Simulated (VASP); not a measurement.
Runs of VASP 6.6.1 on LiF (Griceite). The structure is that of space group Fm-3m (No. 225), or close to it. The cells are those of the table. 

```csv
cell,gap on the mesh (eV)
"a = 2.867 Å, angles 60.0°, 2 atoms",(b)
"a = 2.821 Å, angles 60.0°, 2 atoms",9.35
"a = 2.724 Å, angles 60.0°, 2 atoms",10.39
"a = 2.912 Å, angles 60.0°, 2 atoms",8.52
"a = 2.773 Å, angles 60.0°, 2 atoms",(a)
```

Alike in all rows: task single point; level PBE; potentials or basis VASP PAW PBE potentials, release 64 (Li_sv, F); no spin polarisation; k mesh 6 × 6 × 6; cutoff (eV) 520; smearing gaussian 0.01 eV.

Task: Fill in the values left out.

Result: (a) 9.84; (b) 8.91.

Caveats: all runs use coarse meshes.

